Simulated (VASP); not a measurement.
Set up this calculation in VASP 6.6.1, as the native input.

```
Task                   : relaxation of cell and atoms
Functional             : PBE
Dispersion             : D3(BJ)
Potentials or basis    : VASP PAW PBE potentials, release 64 (Ta_pv, Si)
Cutoff                 : 600 eV
k mesh                 : 7 × 7 × 4
Occupations            : fermi-dirac, width 0.05 eV
Spin                   : no spin polarisation
Dipole correction      : no
Further INCAR settings : ALGO = Normal; EDIFF = 1e-07; IBRION = 2; EDIFFG = -0.01; NSW = 60; ISIF = 3
```

The structure of TaSi2 lies in POSCAR:

```
TaSi2
1.0
    4.7800000000      0.0000000000      0.0000000000
   -2.3900000000      4.1396014301      0.0000000000
    0.0000000000      0.0000000000      6.5640000000
Ta Si
3 6
Direct
    0.0000000000      0.5000000000      0.1666666667
    0.5000000000      0.5000000000      0.8333333333
    0.5000000000      0.0000000000      0.5000000000
    0.3333000000      0.1666500000      0.1666666667
    0.1666500000      0.8333500000      0.8333333333
    0.8333500000      0.6667000000      0.5000000000
    0.6667000000      0.8333500000      0.1666666667
    0.8333500000      0.1666500000      0.8333333333
    0.1666500000      0.3333000000      0.5000000000
```

These files were run (other wordings do the same):

INCAR

```
SYSTEM = TaSi2
PREC = Accurate
ENCUT = 600
EDIFF = 1E-7
ISMEAR = -1
SIGMA = 0.05
LREAL = .FALSE.
LASPH = .TRUE.
NELM = 60
ALGO = Normal
ISIF = 3
LWAVE = .FALSE.
LCHARG = .FALSE.
GGA = PE
IVDW = 12
IBRION = 2
NSW = 60
EDIFFG = -0.01
```

KPOINTS

```
Automatic mesh
0
G
  7 7 4
  0 0 0
```

Potentials or basis: VASP PAW PBE potentials, release 64 (Ta_pv, Si).

The run is started by

```sh
$ cat potpaw_PBE.64/Ta_pv/POTCAR potpaw_PBE.64/Si/POTCAR > POTCAR
$ mpirun -np 1 vasp_std > vasp.out
```

It gave:

- Relaxed volume: 14.19 Å³/atom
- Relaxed cell: a = 4.744 Å, b = 4.744 Å, c = 6.551 Å, α = 90.00°, β = 90.00°, γ = 120.00°
- Space group after relaxing (to 0.1 Å): P6_222 (No. 180)
- Energy gained by relaxing: 19.4 meV/atom
- Ionic steps: 7
- Pressure after relaxing: 0.0 GPa
- Largest force after relaxing: 0.003 eV/Å
- Band gap on the k mesh: zero (an odd number of electrons rules out a gap without spin polarisation)
- Dispersion energy per atom: -0.563 eV

Caveat: spin-orbit coupling is left out, which moves the levels of the heavy elements.

Wall time 18 min on 1 thread of Intel Xeon 8259CL, on a shared host, peak memory 0.37 GiB.
